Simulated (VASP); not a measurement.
Here is a VASP 6.6.1 calculation.

File INCAR:

```
  PREC = Accurate
  ENCUT = 520
  EDIFF = 1E-6
  ISMEAR = 0
  SIGMA = 0.15
  LREAL = False
  LASPH = True
  NELM = 100
  ALGO = Normal
  ISIF = 2
  LWAVE = False
  LCHARG = True
  GGA = PE
  LELF = True
  LVHAR = True
  NBANDS = 14
```

The input KPOINTS:

```
regular mesh
0
Gamma
  18 18 10
```

Contents of POSCAR:

```
Re
1.0
    2.7748241524      0.0000000000      0.0000000000
   -1.3874120762      2.4030682070      0.0000000000
    0.0000000000      0.0000000000      5.0223000000
Re
2
Direct
    0.3333333333      0.6666666667      0.2500000000
    0.6666666667      0.3333333333      0.7500000000
```

Potentials or basis: VASP PAW PBE potentials, release 64 (Re).

Command:

```sh
$ cat potpaw_PBE.64/Re/POTCAR > POTCAR
$ mpirun -np 1 vasp_std > vasp.out
```

(1) What does it give for the pressure?

(2) Estimate the band gap on the k mesh.

Results:

(1) -28.9 GPa.

(2) zero (bands 7 and 8 overlap by 2.44 eV).

Caveat: the stress differs along the axes, from -51 to -18 GPa; spin-orbit coupling is left out, which moves the levels of the heavy elements.
